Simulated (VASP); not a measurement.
The system is SiTeS.

```
CELL_PARAMETERS angstrom
4.10383 0.00000 0.00000
0.00000 4.10383 0.00000
0.00000 0.00000 4.80094
ATOMIC_POSITIONS crystal
Si 0.00000 0.00000 0.00000
Te 0.00000 0.00000 0.50000
S 0.50000 0.50000 0.00000
```

The cell was generated, and may not be a known phase.

```yaml
Program: VASP 6.6.1
Task: relaxation of cell and atoms
Functional: PBE
Potentials_or_basis: VASP PAW PBE potentials, release 64 (Si, Te, S)
Cutoff: 600 eV
k_mesh: 4 × 4 × 4
Occupations: gaussian, width 0.1 eV
Spin: no spin polarisation
```

At the start: pressure 0.3 GPa; volume 26.95 Å³/atom.

Task: How do energy, volume and symmetry change on relaxing?

Result: Over 7 steps the energy falls by 800.1 meV/atom and the volume is 21.62 Å³/atom (-19.8 %); space group P4/mmm (No. 123, to 0.1 Å) before and after.

The path:
| step | energy change (eV) | largest force (eV/Å) | pressure (GPa) | volume (Å³) |
| --- | --- | --- | --- | --- |
| 1 | 0.0000 | 0.0000 | 0.26 | 80.85 |
| 2 | -1.6139 | 0.0000 | -8.63 | 79.79 |
| 3 | -2.0153 | 0.0000 | -8.14 | 77.79 |
| 4 | -2.1283 | 0.0000 | 5.52 | 62.30 |
| 5 | -2.2912 | 0.0000 | -2.02 | 68.43 |
| 6 | -2.3923 | 0.0000 | -0.48 | 65.68 |
| 7 | -2.4002 | 0.0000 | 0.13 | 64.86 |

Final structure:
```cif
data_structure
_symmetry_space_group_name_H-M 'P 1'
_symmetry_Int_Tables_number 1
_cell_length_a 3.3840
_cell_length_b 3.3840
_cell_length_c 5.6644
_cell_angle_alpha 90.000
_cell_angle_beta 90.000
_cell_angle_gamma 90.000
_cell_volume 64.86
loop_
_atom_site_label
_atom_site_type_symbol
_atom_site_fract_x
_atom_site_fract_y
_atom_site_fract_z
_atom_site_occupancy
Si1 Si 0.00000 0.00000 0.00000 1
Te1 Te 0.00000 0.00000 0.50000 1
S1 S 0.50000 0.50000 0.00000 1
```

Caveat: the k points lie up to 0.46 Å⁻¹ apart in the final cell, too coarse for converged energies and pressures of a metal; the volume moved by over 15 % at a fixed basis, so the end points are rough.
